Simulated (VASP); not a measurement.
A run of VASP 6.6.1:

File INCAR:

```
PREC     = Accurate       # precision mode
ENCUT    = 520            # plane-wave cutoff, eV
EDIFF    = 1E-6           # SCF threshold, eV
ISMEAR   = 0              # smearing method
SIGMA    = 0.1            # smearing width, eV
LREAL    = F              # projectors in reciprocal space
LASPH    = T              # aspherical terms in the spheres
NELM     = 60             # most SCF steps
ALGO     = Fast           # electronic algorithm
ISIF     = 2              # what is computed and relaxed
LWAVE    = F              # write WAVECAR
LCHARG   = F              # write CHGCAR
GGA      = PE             # functional
NBANDS   = 28             # bands
```

Contents of KPOINTS:

```
Automatic mesh
0
Gamma
  6 6 6
```

POSCAR

```
InRu2
1.0
    0.0000000000      2.8718020800      2.8718020800
    2.8718020800      0.0000000000      2.8718020800
    2.8718020800      2.8718020800      0.0000000000
In Ru
1 2
Direct
    0.0000000000      0.0000000000      0.0000000000
    0.2500000000      0.2500000000      0.2500000000
    0.7500000000      0.7500000000      0.7500000000
```

Potentials or basis: VASP PAW PBE potentials, release 64 (In_d, Ru_pv).

Command:

```bash
$ cat potpaw_PBE.64/In_d/POTCAR potpaw_PBE.64/Ru_pv/POTCAR > POTCAR
$ mpirun -np 1 vasp_std > vasp.out
```

Hardware: 1 thread of Intel(R) Xeon(R) 6975P-C (Granite Rapids) (shared host).

Estimate the wall time of this run.

Wall time 15 s on 1 thread of Intel(R) Xeon(R) 6975P-C (Granite Rapids) (shared host), peak memory 0.17 GiB. Counts: scf iterations 14, k points 16.
